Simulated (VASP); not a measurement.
# LiF (I4/mmm) in VASP: notebook

LiF is run at these levels: r2SCAN; tasks: single point.

Everything below comes from runs of VASP 6.6.1. Logs are shortened: lines on timing, memory, paths and dates and some standing lists are left out, and cuts for length are marked.

### Step 1. The cell of the first run

Symmetry: I4/mmm, No. 139, tetragonal system. The conventional cell has a = 2.620 Å, b = 2.620 Å, c = 4.189 Å, α = 90.00°, β = 90.00°, γ = 90.00°. Li (site symmetry 4/mmm) has 6 F at 1.85 to 2.09 Å within 2.5 Å. Within 2.5 Å of F (site symmetry 4/mmm) lie 6 Li at 1.85 to 2.09 Å.

### Step 2. Single point, r2SCAN (strain -0.080 along x and y, +0.040 along z)

The input, POSCAR:

```
LiF
1.0
    0.0000000000      1.8528800000      2.0945600000
    1.8528800000      0.0000000000      2.0945600000
    1.8528800000      1.8528800000      0.0000000000
Li F
1 1
Direct
    0.0000000000      0.0000000000      0.0000000000
    0.5000000000      0.5000000000      0.5000000000
```

The input, INCAR.step1:

```
SYSTEM = LiF
ALGO     = Normal         ! electronic algorithm
EDIFF    = 1E-4           ! SCF threshold, eV
ENCUT    = 520            ! plane-wave cutoff, eV
GGA      = PE             ! functional
ISMEAR   = 0              ! smearing method
LASPH    = .TRUE.         ! aspherical terms in the spheres
LCHARG   = .FALSE.        ! write CHGCAR
LREAL    = .FALSE.        ! projectors in reciprocal space
LWAVE    = .TRUE.         ! write WAVECAR
NBANDS   = 12             ! bands
NELM     = 80             ! most SCF steps
PREC     = Accurate       ! precision mode
SIGMA    = 0.05           ! smearing width, eV
```

The input, INCAR.step2:

```
SYSTEM = LiF
ALGO     = Normal         ! electronic algorithm
EDIFF    = 1E-6           ! SCF threshold, eV
ENCUT    = 520            ! plane-wave cutoff, eV
ISIF     = 2              ! what is computed and relaxed
ISMEAR   = 0              ! smearing method
ISTART   = 1            
LASPH    = .TRUE.         ! aspherical terms in the spheres
LCHARG   = .FALSE.        ! write CHGCAR
LMIXTAU  = .TRUE.       
LREAL    = .FALSE.        ! projectors in reciprocal space
LWAVE    = .FALSE.        ! write WAVECAR
METAGGA  = R2SCAN         ! meta-GGA
NBANDS   = 12             ! bands
NELM     = 80             ! most SCF steps
PREC     = Accurate       ! precision mode
SIGMA    = 0.05           ! smearing width, eV
```

The input, KPOINTS:

```
k-points
0
G
  10 10 10
  0 0 0
```

Potentials or basis: VASP PAW PBE potentials, release 64 (Li_sv, F).

On the command line:

```
$ cat potpaw_PBE.64/Li_sv/POTCAR potpaw_PBE.64/F/POTCAR > POTCAR
$ cp INCAR.step1 INCAR
$ mpirun -np 1 vasp_std > vasp.out
$ cp INCAR.step2 INCAR
$ mpirun -np 1 vasp_std > vasp.out
```

OUTCAR:

```text
SYSTEM = LiF
   EDIFF = 1E-6
   ENCUT = 520
   ISIF = 2
   ISMEAR = 0
   ISTART = 1
   LASPH = .TRUE.
   LREAL = .FALSE.
   METAGGA = R2SCAN
   NELM = 80
   PREC = Accurate

 ion  position               nearest neighbor table
   1  0.000  0.000  0.000-   2 1.85   2 1.85   2 1.85   2 1.85   2 2.09   2 2.09
   2  0.500  0.500  0.500-   1 1.85   1 1.85   1 1.85   1 1.85   1 2.09   1 2.09

  LATTYP: Found a body centered tetragonal cell.
 ALAT       =     2.6203680254
 C/A-ratio  =     1.5986762009

  Lattice vectors:

 A1 = (  -1.8528800000,   0.0000000000,   2.0945600000)
 A2 = (   1.8528800000,   0.0000000000,   2.0945600000)
 A3 = (   0.0000000000,   1.8528800000,  -2.0945600000)

Analysis of symmetry for initial positions (statically):
=====================================================================
 Subroutine PRICEL returns:
 Original cell was already a primitive cell.

 Routine SETGRP: Setting up the symmetry group for a
 body centered tetragonal supercell.

 Subroutine GETGRP returns: Found 16 space group operations
 (whereof 16 operations were pure point group operations)
 out of a pool of 16 trial point group operations.

The static configuration has the point symmetry D_4h.

Analysis of symmetry for dynamics (positions and initial velocities):
=====================================================================
 Subroutine PRICEL returns:
 Original cell was already a primitive cell.

 Routine SETGRP: Setting up the symmetry group for a
 body centered tetragonal supercell.

 Subroutine GETGRP returns: Found 16 space group operations
 (whereof 16 operations were pure point group operations)
 out of a pool of 16 trial point group operations.

The dynamic configuration has the point symmetry D_4h.

 Subroutine INISYM returns: Found 16 space group operations
 (whereof 16 operations are pure point group operations),
 and found     1 'primitive' translations

----------------------------------------------------------------------------------------

                                     Primitive cell

  volume of cell :      14.3819

  direct lattice vectors                    reciprocal lattice vectors
     0.000000000  1.852880000  2.094560000    -0.269850179  0.269850179  0.238713620
     1.852880000  0.000000000  2.094560000     0.269850179 -0.269850179  0.238713620
     1.852880000  1.852880000  0.000000000     0.269850179  0.269850179 -0.238713620

  length of vectors
     2.796488135  2.796488135  2.620368025     0.450136014  0.450136014  0.450136014

  position of ions in fractional coordinates (direct lattice)
     0.000000000  0.000000000  0.000000000
     0.500000000  0.500000000  0.500000000

  ion indices of the primitive-cell ions
   primitive index   ion index
                 1           1
                 2           2

----------------------------------------------------------------------------------------

 KPOINTS: k-points

Automatic generation of k-mesh.
 Grid dimensions read from file:
 generate k-points for:   10   10   10

 Generating k-lattice:

  Cartesian coordinates                     Fractional coordinates (reciprocal lattice)
    -0.026985018  0.026985018  0.023871362     0.100000000  0.000000000  0.000000000
     0.026985018 -0.026985018  0.023871362     0.000000000  0.100000000  0.000000000
     0.026985018  0.026985018 -0.023871362     0.000000000  0.000000000  0.100000000

  Length of vectors
     0.045013601  0.045013601  0.045013601

  Shift w.r.t. Gamma in fractional coordinates (k-lattice)
     0.000000000  0.000000000  0.000000000

 Subroutine IBZKPT returns following result:
 ===========================================

 Found    102 irreducible k-points:

 Following reciprocal coordinates:
            Coordinates               Weight
  0.000000  0.000000  0.000000      1.000000
  0.100000  0.000000  0.000000      8.000000
  0.200000  0.000000  0.000000      8.000000
  0.300000  0.000000  0.000000      8.000000
  0.400000  0.000000  0.000000      8.000000
  0.500000  0.000000  0.000000      4.000000
[... 16 lines left out ...]
  0.300000  0.300000  0.000000      2.000000
  0.400000  0.300000  0.000000      8.000000
 [... further k-points ...]
   k-points           NKPTS =    102   k-points in BZ     NKDIM =    102   number of bands    NBANDS=     12
   number of dos      NEDOS =    301   number of ions     NIONS =      2
   total plane-waves  NPLWV =  11520
   dimension x,y,z NGX =    24 NGY =   24 NGZ =   20
   dimension x,y,z NGXF=    48 NGYF=   48 NGZF=   40
   ions per type =               1   1
   NGX,Y,Z   is equivalent  to a cutoff of  14.27, 14.27, 12.69 a.u.
   NGXF,Y,Z  is equivalent  to a cutoff of  28.54, 28.54, 25.38 a.u.
 SYSTEM =  LiF
   PREC   = accura    normal or accurate (medium, high low for compatibility)
   ISTART =      1    job   : 0-new  1-cont  2-samecut
   ICHARG =      0    charge: 1-file 2-atom 10-const
   ISPIN  =      1    spin polarized calculation?
   LNONCOLLINEAR =      F non collinear calculations
   LSORBIT =      F    spin-orbit coupling
   LASPH  =      T    aspherical Exc in radial PAW
   ENCUT  =  520.0 eV  38.22 Ry    6.18 a.u.   5.20  5.20  4.87*2*pi/ulx,y,z
   NELM   =     80;   NELMIN=  2; NELMDL=  0     # of ELM steps
   EDIFF  = 0.1E-05   stopping-criterion for ELM
   LREAL  =      F    real-space projection
   EDIFFG = 0.1E-04   stopping-criterion for IOM
   NSW    =      0    number of steps for IOM
   IBRION =     -1    ionic relax: 0-MD 1-quasi-New 2-CG
   NFREE  =      0    steps in history (QN), initial steepest desc. (CG)
   ISIF   =      2    stress and relaxation
   ISYM   =      2    0-nonsym 1-usesym 2-fastsym
   POTIM  = 0.5000    time-step for ionic-motion
   TEBEG  =    0.0;   TEEND  =   0.0 temperature during run
   PSTRESS=    0.0 pullay stress
   NELECT =      10.0000    total number of electrons
   NUPDOWN=      -1.0000    fix difference up-down
   EMIN   =  10.00;   EMAX   =-10.00  energy-range for DOS
   EFERMI =   0.00;   METHOD = LEGACY
   ISMEAR =     0;   SIGMA  =   0.05  broadening in eV -4-tet -1-fermi 0-gaus
   EFERMI_NEDOS =   21; number of points for ismear=-14 and -15
   IALGO  =     38    algorithm
   IMIX   =      4    mixing-type and parameters
     AMIX     =   0.40;   BMIX     =  1.00
     AMIX_MAG =   1.60;   BMIX_MAG =  1.00
  volume/ion in A,a.u.               =       7.19        48.53
  Fermi-wavevector in a.u.,A,eV,Ry     =   1.450337  2.740740 28.619562  2.103478
  Thomas-Fermi vector in A             =   2.567961
   LORBIT       =      0    0 simple, 1 ext, 2 COOP (PROOUT), +10 PAW based schemes
   METAGGA = R2SCAN    functional components
   LHFCALC =     F    Hartree Fock is set to
   AEXX    =    0.0000 exact exchange contribution
   IVDW    =     0    specifies the selected vdW correction
   LEPSILON=     F    determine dielectric tensor
   LRPA    =     F    only Hartree local field effects (RPA)
 non-spin polarized calculation
 Gauss-broadening in eV      SIGMA  =   0.05
  energy-cutoff  :      520.00
  volume of cell :       14.38
 maximum number of plane-waves:       402
 NGX is ok and might be reduce to    24
   NGX = 11   NGY = 11   NGZ =  9

 number of electron      10.0000000 magnetization

 Free energy of the ion-electron system (eV)
  ---------------------------------------------------
  ext. energy  EPLUGINS =         0.00000000
  ---------------------------------------------------
  free energy    TOTEN  =       -11.79337586 eV

  energy without entropy =      -11.79337586  energy(sigma->0) =      -11.79337586

 E-fermi :  -0.4242     XC(G=0): -11.2132

 val. band max:       -0.7448767427   @ k =   0.0000   0.0000   0.0000
 cond. band min:      10.5274278133   @ k =   0.0000   0.0000   0.0000
 fundamental gap:     11.2723045560
 Fermi energy:        -0.4242091166

 k-point     1 :       0.0000    0.0000    0.0000
  band No.  band energies     occupation
      1     -42.5911      2.00000
      2     -22.2986      2.00000
      3      -0.9261      2.00000
      4      -0.9261      2.00000
      5      -0.7449      2.00000
      6      10.5274      0.00000
      7      24.9142      0.00000
      8      25.4216      0.00000
      9      26.5592      0.00000
     10      26.5596      0.00000
     11      28.3978      0.00000
     12      28.4004      0.00000

 k-point     2 :       0.1000    0.0000    0.0000
  band No.  band energies     occupation
      1     -42.5811      2.00000
      2     -22.2569      2.00000
      3      -1.2047      2.00000
      4      -0.9301      2.00000
      5      -0.8342      2.00000
      6      10.8154      0.00000
      7      22.8602      0.00000
      8      24.2195      0.00000
      9      26.1516      0.00000
     10      27.0217      0.00000
     11      28.3850      0.00000
     12      28.7516      0.00000

 k-point     3 :       0.2000    0.0000    0.0000
  band No.  band energies     occupation
      1     -42.5547      2.00000
      2     -22.1439      2.00000
      3      -1.9608      2.00000
      4      -0.9788      2.00000
      5      -0.9394      2.00000
      6      11.4261      0.00000
      7      20.3282      0.00000
      8      22.4813      0.00000
      9      24.7860      0.00000
     10      28.3281      0.00000
     11      29.3216      0.00000
     12      29.7725      0.00000
[... 286 lines left out ...]
 k-point    23 :       0.3000    0.3000    0.0000
  band No.  band energies     occupation
      1     -42.5288      2.00000
      2     -21.8563      2.00000
      3      -3.2305      2.00000
      4      -1.4818      2.00000
      5      -1.4817      2.00000
      6      13.2034      0.00000
      7      19.9214      0.00000
      8      20.9557      0.00000
      9      24.3081      0.00000
     10      24.3095      0.00000
     11      37.2643      0.00000
     12      37.7795      0.00000

 k-point    24 :       0.4000    0.3000    0.0000
  band No.  band energies     occupation
      1     -42.5117      2.00000
      2     -21.7424      2.00000
      3      -3.6920      2.00000
      4      -1.7334      2.00000
      5      -1.5485      2.00000
      6      13.8390      0.00000
      7      18.9247      0.00000
      8      20.6531      0.00000
      9      24.0111      0.00000
     10      25.0114      0.00000
     11      36.9324      0.00000
     12      38.8330      0.00000

 [... further k-points ...]

------------------------ aborting loop because EDIFF is reached ----------------------------------------

  FORCE on cell =-STRESS in cart. coord.  units (eV):
  Direction    XX          YY          ZZ          XY          YZ          ZX
  --------------------------------------------------------------------------------------
  -------------------------------------------------------------------------------------
  Total        1.5672444      1.5672444     -0.0276484      0.0000000      0.0000000     -0.0000000
  in kB      174.5942414    174.5942414     -3.0800892      0.0000000      0.0000000     -0.0000000
  external PRESSURE =     115.3694646 kB  Pullay stress =       0.0000000 kB

 VOLUME and BASIS-vectors are now :
 -----------------------------------------------------------------------------
  energy-cutoff  :      520.00
  volume of cell :       14.38
      direct lattice vectors                 reciprocal lattice vectors
     0.000000000  1.852880000  2.094560000    -0.269850179  0.269850179  0.238713620
     1.852880000  0.000000000  2.094560000     0.269850179 -0.269850179  0.238713620
     1.852880000  1.852880000  0.000000000     0.269850179  0.269850179 -0.238713620

 POSITION                                       TOTAL-FORCE (eV/Angst)
 -----------------------------------------------------------------------------------
      0.00000      0.00000      0.00000        -0.000000      0.000000      0.000000
      1.85288      1.85288      2.09456         0.000000     -0.000000      0.000000
 -----------------------------------------------------------------------------------
    total drift:                               -0.000000     -0.000000      0.000000

  FREE ENERGIE OF THE ION-ELECTRON SYSTEM (eV)
  ---------------------------------------------------
  free  energy   TOTEN  =       -11.7933758571 eV

  energy  without entropy=      -11.7933758571  energy(sigma->0) =      -11.79337586
```

Run time: 64 s. Hardware: 1 thread of Intel Xeon Platinum 8259CL at 2.50GHz (Skylake/Cascade Lake), shared host; peak memory 0.14 GiB.

What came out:

```
Free energy            : -11.7934 eV
Band gap on the k mesh : 11.27 eV
```

Caveat: the cell differs from its parent crystal (strain -0.080 along x and y, +0.040 along z); the cutoff is under 1.25 times the usual one of these potentials, so pressure, stress and relaxed cells hold a basis-set (Pulay) error; the PAW data sets were made with another functional, which shifts forces and pressure a little. A k mesh can miss the band edges.

### Step 3. Single point, r2SCAN (strain -0.080 along x and y, +0.080 along z)

The input, POSCAR:

```
LiF
1.0
    0.0000000000      1.8528800000      2.1751200000
    1.8528800000      0.0000000000      2.1751200000
    1.8528800000      1.8528800000      0.0000000000
Li F
1 1
Direct
    0.0000000000      0.0000000000      0.0000000000
    0.5000000000      0.5000000000      0.5000000000
```

The input, INCAR.step1:

```
SYSTEM = LiF
PREC = Accurate
ENCUT = 520
ISMEAR = 0
SIGMA = 0.05
LREAL = .FALSE.
LASPH = .TRUE.
NELM = 100
NBANDS = 12
GGA = PE
ALGO = Normal
EDIFF = 1E-4
LWAVE = .TRUE.
LCHARG = .FALSE.
```

The input, INCAR.step2:

```
SYSTEM = LiF
PREC = Accurate
ENCUT = 520
EDIFF = 1E-6
ISMEAR = 0
SIGMA = 0.05
LREAL = .FALSE.
LASPH = .TRUE.
NELM = 100
ALGO = Normal
ISIF = 2
LWAVE = .FALSE.
LCHARG = .FALSE.
METAGGA = R2SCAN
LMIXTAU = .TRUE.
NBANDS = 12
ISTART = 1
```

The input, KPOINTS:

```
regular mesh
0
G
  10 10 10
  0 0 0
```

Potentials or basis: VASP PAW PBE potentials, release 64 (Li_sv, F).

On the command line:

```
$ cat potpaw_PBE.64/Li_sv/POTCAR potpaw_PBE.64/F/POTCAR > POTCAR
$ cp INCAR.step1 INCAR
$ mpirun -np 1 vasp_std > vasp.out
$ cp INCAR.step2 INCAR
$ mpirun -np 1 vasp_std > vasp.out
```

Run time: 51 s. Hardware: 1 thread of Intel Xeon Platinum 8259CL at 2.50GHz (Skylake/Cascade Lake), shared host; peak memory 0.14 GiB.

The run converged. Its results:

| Quantity | Value |
| --- | --- |
| Free energy | -11.7892 eV |
| Band gap on the k mesh | 10.83 eV |

Levels at points of the mesh, in eV from the valence-band top:
| k point | band 1 | band 2 | band 3 | band 4 | band 5 | band 6 | band 7 | band 8 | band 9 | band 10 |
| --- | --- | --- | --- | --- | --- | --- | --- | --- | --- | --- |
| (0.00, 0.00, 0.00) | -41.86 | -21.42 | -0.17 | -0.17 | 0.00 | 10.83 | 24.69 | 25.73 | 27.18 | 27.18 |
| (0.50, 0.00, 0.00) | -41.76 | -20.98 | -2.80 | -0.57 | -0.13 | 12.24 | 18.99 | 20.02 | 22.92 | 32.48 |
| (0.50, 0.50, 0.00) | -41.79 | -20.79 | -3.58 | -0.86 | -0.86 | 15.02 | 19.54 | 20.50 | 24.94 | 24.94 |
| (0.50, 0.00, 0.50) | -41.73 | -20.53 | -3.46 | -1.97 | -0.87 | 17.35 | 18.10 | 20.20 | 21.07 | 23.94 |

Caveat: the cell differs from its parent crystal (strain -0.080 along x and y, +0.080 along z); the cutoff is under 1.25 times the usual one of these potentials, so pressure, stress and relaxed cells hold a basis-set (Pulay) error; the PAW data sets were made with another functional, which shifts forces and pressure a little. A k mesh can miss the band edges.

[end of part 1 of 2]
